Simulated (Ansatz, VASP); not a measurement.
# GaSb in VASP and in Ansatz

```
Ga Sb
1.0
     0.00000    2.72435    2.72435
     2.72435    0.00000    2.72435
     2.72435    2.72435    0.00000
Ga Sb
1 1
Direct
  0.00000 0.00000 0.00000
  0.75000 0.75000 0.75000
```

Alike in both runs: task single point; functional PBEsol; k mesh 12 × 12 × 12; occupations gaussian, width 0.01 eV; no spin polarisation.

|  | VASP | Ansatz |
| --- | --- | --- |
| version | VASP 6.6.1 | Ansatz 0.2.0 |
| potentials or method | VASP PAW PBE potentials, release 64 (Ga_d, Sb), cutoff 520 eV | scalar-relativistic, plane waves, PAW |
| valence electrons in the cell | 18 | 28 |

```tsv
	VASP	Ansatz	Ansatz less VASP
gap on the k mesh at the Fermi level (eV)	0.05	0.08	+0.027
least direct gap on the mesh (eV)	2.50	2.53	+0.028
pressure (GPa)	40.0	39.7	-0.30
```

VASP's potentials were made for PBE, not for PBEsol. Both programs put the cell under a high pressure, so it lies far from rest at this level. The functional is the same, so the differences come from potentials, cutoffs and numerics. VASP's potentials hold 18 valence electrons a cell and Ansatz's 28, so a difference there can come from the potentials and not from the codes.

Spin-orbit coupling is off throughout.
